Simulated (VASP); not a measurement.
P:

```
CELL_PARAMETERS angstrom
2.45318 0.00000 0.00000
0.00000 2.45318 0.00000
0.00000 0.00000 4.87902
ATOMIC_POSITIONS crystal
P 0.00000 0.00000 0.74062
P 0.00000 0.00000 0.25938
```

| Item | Value |
| --- | --- |
| Program | VASP 6.6.1 |
| Task | relaxation of cell and atoms |
| Functional | PBE |
| Potentials or basis | VASP PAW PBE potentials, release 64 (P) |
| Cutoff | 500 eV |
| k mesh | 22 × 22 × 12 |
| Occupations | gaussian, width 0.1 eV |
| Spin | no spin polarisation |

At the start: pressure 0.1 GPa; volume 14.68 Å³/atom.

Q: How do energy, volume and symmetry change on relaxing?

A: Over 8 steps the energy falls by 3.1 meV/atom and the volume is 14.58 Å³/atom (-0.7 %); space group P4/mmm (No. 123, to 0.1 Å) before, Pm-3m (No. 221, to 0.1 Å).

The path:
```tsv
step	energy change (eV)	largest force (eV/Å)	pressure (GPa)	volume (Å³)
1	0.0000	0.1371	0.06	29.36
2	-0.0020	0.0912	-0.33	29.39
3	-0.0024	0.0698	-0.55	29.40
4	-0.0040	0.0685	0.10	29.18
5	-0.0045	0.0561	0.75	28.98
6	-0.0055	0.0329	0.57	29.01
7	-0.0061	0.0049	0.39	29.05
8	-0.0062	0.0053	-0.05	29.17
```

Final structure:
```
CELL_PARAMETERS angstrom
2.44530 0.00000 0.00000
0.00000 2.44530 0.00000
0.00000 0.00000 4.87754
ATOMIC_POSITIONS crystal
P 0.00000 0.00000 0.74950
P 0.00000 0.00000 0.25050
```
